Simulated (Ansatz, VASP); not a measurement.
## Two plane-wave programs on AlN

```
CELL_PARAMETERS angstrom
3.11100 0.00000 0.00000
-1.55550 2.69421 0.00000
0.00000 0.00000 4.97800
ATOMIC_POSITIONS crystal
Al 0.31870 0.65595 0.99420
Al 0.65203 0.32262 0.49420
N 0.33333 0.66667 0.38500
N 0.66667 0.33333 0.88500
```

Change from the starting cell: all Al atoms moved -0.050 Å, as atom 1 along Cartesian [1 1 1].

Alike in both runs: task single point; functional PBE; k mesh 6 × 6 × 4; occupations gaussian, width 0.05 eV; no spin polarisation.

```csv
,VASP,Ansatz
version,VASP 6.6.1,Ansatz 0.2.0
potentials or method,"VASP PAW PBE potentials, release 64 (Al, N), cutoff 520 eV","scalar-relativistic, plane waves, PAW"
valence electrons in the cell,16,16
```

VASP gave:

* gap on the k mesh at the Fermi level (eV): 4.06
* least direct gap on the mesh (eV): 4.06
* pressure (GPa): 4.1
* traceless stress, the component that is largest in VASP (GPa): -3.80
* rms of the force components (eV/Å): 0.493

Question: Estimate Ansatz's values.

Answer: gap on the k mesh at the Fermi level (eV): 4.05; least direct gap on the mesh (eV): 4.05; pressure (GPa): 4.3; traceless stress, the component that is largest in VASP (GPa): -3.83; rms of the force components (eV/Å): 0.491.

Atom by atom the forces differ by 0.002 eV/Å (rms over components).
